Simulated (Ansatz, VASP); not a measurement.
Co: VASP beside Ansatz

INCAR

```
ALGO = Normal ; EDIFF = 1E-7
ENCUT = 520 ; GGA = PS
ISIF = 2 ; ISMEAR = -1
ISPIN = 2 ; LASPH = True
LCHARG = True ; LELF = True
LMAXMIX = 4 ; LORBIT = 11
LREAL = False ; LVHAR = True
LWAVE = False ; MAGMOM = 2 2 2 2
NBANDS = 30 ; NELM = 150
PREC = Accurate ; SIGMA = 0.05
```

KPOINTS

```
k-points
0
Gamma
  12 12 4
```

POSCAR

```
Co
1.0
    2.5030729010      0.0000000000      0.0000000000
   -1.2515364506      2.1677247198      0.0000000000
    0.0000000000      0.0000000000      8.1946701348
Co
4
Direct
    0.6666666667      0.3333333333      0.7500000000
    0.0000000000      0.0000000000      0.5000000000
    0.3333333333      0.6666666667      0.2500000000
    0.0000000000      0.0000000000      0.0000000000
```

File input.yaml:

```yaml
crystal:
  lattice:
    - [2.503072901, 0.0, 0.0]
    - [-1.2515364506, 2.1677247198, 0.0]
    - [0.0, 0.0, 8.1946701348]
  atoms:
    - { symbol: Co, position: [0.6666666667, 0.3333333333, 0.75], spin: 2.0 }
    - { symbol: Co, position: [0.0, 0.0, 0.5], spin: 2.0 }
    - { symbol: Co, position: [0.3333333333, 0.6666666667, 0.25], spin: 2.0 }
    - { symbol: Co, position: [0.0, 0.0, 0.0], spin: 2.0 }
kpoints:
  mp_grid: { grid: [12, 12, 4] }
scf:
  occupations: { method: fermi_dirac, width: 0.05 }
hamiltonian:
  xc: pbesol
  pseudopotentials: { kind: all_electron, lapw: { basis_error: 0.001 } }
magnetization:
  spin_polarized: true
output:
  forces: true
  stress: true
  eigenvalues: true
```

Change from the starting cell: volume scaled by 1.04.

Alike in both runs: task single point; functional PBEsol; k mesh 12 × 12 × 4; occupations fermi-dirac, width 0.05 eV; collinear spin.

|  | VASP | Ansatz |
| --- | --- | --- |
| version | VASP 6.6.1 | Ansatz 0.2.0 |
| potentials or method | VASP PAW PBE potentials, release 64 (Co), cutoff 520 eV | all-electron LAPW, scalar-relativistic |

|  | VASP | Ansatz | Ansatz less VASP |
| --- | --- | --- | --- |
| gap on the k mesh at the Fermi level (eV) | none | none | - |
| pressure (GPa) | -13.9 | -13.4 | +0.49 |
| traceless stress, the component that is largest in VASP (GPa) | -2.32 | -2.31 | +0.004 |
| net moment per atom (μB) | 1.67 | 1.68 | +0.009 |
| size of the moment on the site where the two differ most (μB) | 1.68 | 1.72 | +0.041 |

VASP's potentials were made for PBE, not for PBEsol. Site moments also hang on the region over which each program counts them. A gap of «none» marks a metal or a gap that the smearing closes. Ansatz ran all-electron here, and VASP with PAW potentials.
